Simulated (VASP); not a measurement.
Set up this calculation in VASP 6.6.1, as the native input.

```
Task                   : relaxation of cell and atoms
Functional             : PBEsol
Potentials or basis    : VASP PAW PBE potentials, release 64 (As)
Cutoff                 : 600 eV
k mesh                 : 10 × 10 × 10
Occupations            : fermi-dirac, width 0.1 eV
Spin                   : no spin polarisation
Dipole correction      : no
Further INCAR settings : ALGO = Normal; EDIFF = 1e-07; IBRION = 2; EDIFFG = -0.02; NSW = 80; ISIF = 3
```

The structure of As lies in POSCAR:

```
As
1.0
    2.7036820000      0.0000000000      0.0000000000
    0.0000000000      2.7036820000      0.0000000000
    0.0000000000      0.0000000000      2.7036820000
As
1
Direct
    0.5000000000      0.5000000000      0.5000000000
```

These files were run (other wordings do the same):

INCAR

```
SYSTEM = As
  PREC = Accurate
  ENCUT = 600
  EDIFF = 1E-7
  ISMEAR = -1
  SIGMA = 0.1
  LREAL = .False.
  LASPH = .True.
  NELM = 80
  ALGO = Normal
  ISIF = 3
  LWAVE = .False.
  LCHARG = .False.
  GGA = PS
  IBRION = 2
  NSW = 80
  EDIFFG = -0.02
```

KPOINTS

```
regular mesh
0
Gamma
  10 10 10
  0 0 0
```

Potentials or basis: VASP PAW PBE potentials, release 64 (As).

Command:

```sh
$ cat potpaw_PBE.64/As/POTCAR > POTCAR
$ mpirun -np 1 vasp_std > vasp.out
```

Results of the run:

| Quantity | Value |
| --- | --- |
| Relaxed volume | 19.49 Å³/atom |
| Relaxed cell | a = 2.691 Å, b = 2.691 Å, c = 2.691 Å, α = 90.00°, β = 90.00°, γ = 90.00° |
| Space group after relaxing (to 0.05 Å) | Pm-3m (No. 221) |
| Energy gained by relaxing | 1.1 meV/atom |
| Ionic steps | 3 |
| Pressure after relaxing | 0.0 GPa |

Caveat: the PAW data sets were made with another functional, which shifts forces and pressure a little.

Wall time 6.3 s on 1 thread of Intel(R) Xeon(R) 6975P-C (Granite Rapids), on a shared host, peak memory 0.14 GiB.
